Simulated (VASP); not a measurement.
Crystal: NiO.

```
Ni O
1.0
     2.91310    0.00000    0.00000
    -1.45655    2.52282    0.00000
     0.00000    0.00000    5.05522
Ni O
2 2
Direct
  0.00000 0.00000 0.00000
  0.00000 0.00000 0.50000
  0.33333 0.66667 0.25000
  0.66667 0.33333 0.75000
```

Base run:

* Program: VASP 6.6.1
* Functional: PBEsol
* Potentials or basis: VASP PAW PBE potentials, release 64 (Ni, O)
* Cutoff: 520 eV
* k mesh: 12 × 12 × 8
* Occupations: gaussian, width 0.05 eV
* Spin: collinear spin, antiferromagnetic start
* Starting moments: [1.46, -1.46, 0.0, 0.0] μB

Its results: band gap on the k mesh 0.52 eV, indirect (least direct gap 0.62 eV); pressure -10.4 GPa; net moment 0.00 μB per cell; site moments Ni +1.25, -1.25; O +0.00 μB.

Task: The run is repeated on the same cell with these changes: functional from PBEsol to LDA; potentials or basis from VASP PAW PBE potentials, release 64 (Ni, O) to VASP PAW LDA potentials, release 64 (Ni, O). What comes out?

Result: Band gap on the k mesh 0.19 eV, indirect (least direct gap 0.29 eV); pressure -19.6 GPa; net moment 0.00 μB per cell; site moments Ni +1.09, -1.09; O +0.00 μB.

Caveats: the PAW data sets were made with another functional, which shifts forces and pressure a little (some runs).

A k mesh can miss the band edges.
